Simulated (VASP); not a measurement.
# Si16O (a cell with a defect): single point with PBE

The system is Si16O (a cell with a defect).

```
CELL_PARAMETERS angstrom
0.00000 5.43000 5.43000
5.43000 0.00000 5.43000
5.43000 5.43000 0.00000
ATOMIC_POSITIONS crystal
Si 0.04608 0.04313 0.98291
Si 0.24010 0.07977 0.10288
Si 0.03216 0.98699 0.49680
Si 0.16410 0.11815 0.59905
Si 0.06845 0.45595 0.97449
Si 0.19443 0.65343 0.12143
Si 0.04888 0.51287 0.45993
Si 0.17027 0.63290 0.59854
Si 0.60923 0.95882 0.99845
Si 0.70129 0.07442 0.14713
Si 0.56168 0.94799 0.50976
Si 0.66774 0.11684 0.64251
Si 0.58597 0.48803 0.01654
Si 0.70148 0.58736 0.17625
Si 0.53044 0.48241 0.54634
Si 0.70801 0.58245 0.65085
O 0.21742 0.59678 0.92604
```

- Program: VASP 6.6.1
- Task: single point
- Functional: PBE
- Potentials or basis: VASP PAW PBE potentials, release 64 (Si, O)
- Cutoff: 520 eV
- k mesh: 2 × 2 × 2
- Occupations: fermi-dirac, width 0.05 eV
- Spin: collinear spin, zero start
- Starting moments: [0.0, 0.0, 0.0, 0.0, 0.0, 0.0, 0.0, 0.0, 0.0, 0.0, 0.0, 0.0, 0.0, 0.0, 0.0, 0.0, 0.0] μB
- Dipole correction: no
- Further INCAR settings: LREAL = Auto; ALGO = Normal; EDIFF = 1e-06; NBANDS = 53

```json
{"Pressure": "4.4 GPa", "Largest force": "3.081 eV/Å", "Band gap on the k mesh": "0.06 eV", "Net moment": "0.00 μB per cell", "Valence electrons inside the program's atomic spheres": "Si 1.71, 1.68, 1.72, 1.64, 1.62, 1.76, 1.73, 1.66, 1.70, 1.65, 1.69 (each value once); O 5.13"}
```

Forces in eV/Å, atoms in the order of the input:
```
Si  -1.975  0.442  0.203
Si   2.051 -0.269 -0.484
Si  -0.294 -0.738  1.736
Si   0.535  1.249  1.007
Si   0.091  0.328  0.653
Si  -1.099 -0.833  2.755
Si  -0.701  2.260 -0.947
Si  -0.859  0.210 -1.904
Si  -0.185  0.025 -1.021
Si   1.918 -0.945  1.189
Si   2.079 -0.111  0.158
Si  -1.651 -1.126 -0.931
Si   0.590  0.843 -1.412
Si  -1.104 -0.141  0.467
Si  -0.053  0.425  1.103
Si   0.697 -1.430 -1.337
O   -0.042 -0.186 -1.235
```

Stress tensor (GPa, compression positive):
```
 4.57  1.62 -0.70
 1.62  3.83  1.06
-0.70  1.06  4.71
```

Levels at points of the mesh, in eV from the valence-band top:
Spin up:
| k point | band 32 | band 33 | band 34 | band 35 | band 36 | band 37 | band 38 | band 39 |
| --- | --- | --- | --- | --- | --- | --- | --- | --- |
| (0.00, 0.00, 0.00) | -1.24 | -0.66 | -0.53 | -0.40 | 0.06 | 0.19 | 0.31 | 0.59 |
| (0.50, 0.00, 0.00) | -1.47 | -1.22 | -0.82 | -0.69 | 0.58 | 0.77 | 1.03 | 1.29 |
| (0.00, 0.50, 0.00) | -1.54 | -1.22 | -0.96 | -0.74 | 0.61 | 0.80 | 0.91 | 1.07 |
| (0.00, 0.00, 0.50) | -1.61 | -1.23 | -0.83 | -0.62 | 0.47 | 0.71 | 1.11 | 1.15 |
| (0.50, 0.50, 0.50) | -1.38 | -1.15 | -0.89 | 0.00 | 0.43 | 0.79 | 0.90 | 1.00 |
| (0.50, 0.50, 0.00) | -1.78 | -1.59 | -1.47 | -0.31 | 0.79 | 0.99 | 1.56 | 1.70 |
| (0.00, 0.50, 0.50) | -1.80 | -1.57 | -1.23 | -0.84 | 0.61 | 0.98 | 1.54 | 1.68 |
| (0.50, 0.00, 0.50) | -1.70 | -1.54 | -1.31 | -1.06 | 0.70 | 0.98 | 1.63 | 1.91 |
Spin down:
```
           k point  band 31  band 32  band 33  band 34  band 35  band 36  band 37  band 38  band 39  band 40
(0.00, 0.00, 0.00)    -1.29    -1.24    -0.66    -0.53    -0.40     0.06     0.19     0.31     0.59     0.74
(0.50, 0.00, 0.00)    -1.69    -1.47    -1.22    -0.82    -0.69     0.58     0.77     1.03     1.29     1.35
(0.00, 0.50, 0.00)    -1.74    -1.54    -1.22    -0.96    -0.74     0.61     0.80     0.91     1.07     1.16
(0.00, 0.00, 0.50)    -1.84    -1.61    -1.23    -0.83    -0.62     0.47     0.71     1.11     1.15     1.44
(0.50, 0.50, 0.50)    -1.83    -1.38    -1.15    -0.89     0.00     0.43     0.79     0.90     1.00     1.29
(0.50, 0.50, 0.00)    -1.88    -1.78    -1.59    -1.47    -0.31     0.79     0.99     1.56     1.70     2.01
(0.00, 0.50, 0.50)    -1.95    -1.80    -1.57    -1.23    -0.84     0.61     0.98     1.54     1.68     1.98
(0.50, 0.00, 0.50)    -1.90    -1.70    -1.54    -1.31    -1.06     0.70     0.98     1.63     1.91     1.93
```

It took 18 min on 1 thread of AMD EPYC 7R13 (shared host), peak memory 0.68 GiB.

Caveat: the k points lie up to 0.50 Å⁻¹ apart.
